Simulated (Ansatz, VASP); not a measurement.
One calculation of CeO2, two programs

File INCAR:

```
SYSTEM = CeO2
PREC = Accurate
ENCUT = 520
EDIFF = 1E-6
ISMEAR = 0
SIGMA = 0.05
LREAL = .False.
LASPH = .True.
NELM = 100
ALGO = Normal
ISIF = 2
LWAVE = .False.
LCHARG = .False.
GGA = RE
NBANDS = 19
```

The input KPOINTS:

```
Automatic mesh
0
Gamma
  8 8 8
  0 0 0
```

File POSCAR:

```
CeO2
1.0
    0.0000000000      2.7653730946      2.7653730946
    2.7653730946      0.0000000000      2.7653730946
    2.7653730946      2.7653730946      0.0000000000
Ce O
1 2
Direct
    0.0000000000      0.0000000000      0.0000000000
    0.2500000000      0.2500000000      0.2500000000
    0.7500000000      0.7500000000      0.7500000000
```

Input for Ansatz:

```yaml
crystal:
  lattice:
    - [0.0, 2.7653730946, 2.7653730946]
    - [2.7653730946, 0.0, 2.7653730946]
    - [2.7653730946, 2.7653730946, 0.0]
  atoms:
    - { symbol: Ce, position: [0.0, 0.0, 0.0] }
    - { symbol: O, position: [0.25, 0.25, 0.25] }
    - { symbol: O, position: [0.75, 0.75, 0.75] }
basis:
  ecutwfc: 420
  ecutrho_ratio: 4
kpoints:
  mp_grid: { grid: [8, 8, 8] }
hamiltonian:
  xc: revpbe
scf:
  occupations: { method: gaussian, width: 0.05 }
output:
  forces: true
  stress: true
  eigenvalues: true
```

Alike in both runs: task single point; functional revPBE; k mesh 8 × 8 × 8; occupations gaussian, width 0.05 eV; no spin polarisation.

|  | VASP | Ansatz |
| --- | --- | --- |
| version | VASP 6.6.1 | Ansatz 0.2.0 |
| potentials or method | VASP PAW PBE potentials, release 64 (Ce, O), cutoff 520 eV | scalar-relativistic, plane waves, PAW |
| valence electrons in the cell | 24 | 24 |

|  | VASP | Ansatz | Ansatz less VASP |
| --- | --- | --- | --- |
| gap on the k mesh at the Fermi level (eV) | 1.77 | 1.80 | +0.034 |
| least direct gap on the mesh (eV) | 1.86 | 1.89 | +0.035 |
| pressure (GPa) | -3.0 | -3.1 | -0.15 |

VASP's potentials were made for PBE, not for revPBE. The functional is the same, so the differences come from potentials, cutoffs and numerics.

Neither program's run includes spin-orbit coupling.
